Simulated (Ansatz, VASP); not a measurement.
One calculation of Al, two programs

```
Al
1.0
     4.36360    0.00000    0.00000
    -2.18180    3.77899    0.00000
     0.00000    0.00000    2.66077
Al
3
Cartesian
  0.0000 0.0000 0.0000
  0.0000 2.5193 1.3304
  2.1818 1.2597 1.3304
```

Change from the starting cell: volume scaled by 0.85, LAPW.

Alike in both runs: task single point; functional PBE; k mesh 8 × 8 × 11; occupations fermi-dirac, width 0.08 eV; no spin polarisation.

```csv
,VASP,Ansatz
version,VASP 6.6.1,Ansatz 0.2.0
potentials or method,"VASP PAW PBE potentials, release 64 (Al), cutoff 520 eV","all-electron LAPW, scalar-relativistic"
```

```csv
,VASP,Ansatz,Ansatz less VASP
pressure (GPa),15.6,15.6,-0.03
```

Ansatz ran all-electron here, and VASP with PAW potentials.
